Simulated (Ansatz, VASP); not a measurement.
**GaAs in VASP and in Ansatz**

```
Ga As
1.0
     0.00000    2.73846    2.73846
     2.73846    0.00000    2.73846
     2.73846    2.73846    0.00000
Ga As
1 1
Direct
  0.00000 0.00000 0.00000
  0.25000 0.25000 0.25000
```

Change from the starting cell: hydrostatic strain -3.3%.

Alike in both runs: task single point; functional PBE; k mesh 8 × 8 × 8; occupations fermi-dirac, width 0.02 eV; no spin polarisation.

```csv
,VASP,Ansatz
version,VASP 6.6.1,Ansatz 0.2.0
potentials or method,"VASP PAW PBE potentials, release 64 (Ga_d, As)","plane waves, PAW"
plane-wave cutoff (eV),520,420
valence electrons in the cell,18,28
```

```tsv
	VASP	Ansatz	Ansatz less VASP
gap on the k mesh at the Fermi level (eV)	1.26	1.25	-0.010
pressure (GPa)	12.5	12.2	-0.26
```

VASP's potentials hold 18 valence electrons a cell and Ansatz's 28, so a difference there can come from the potentials and not from the codes.
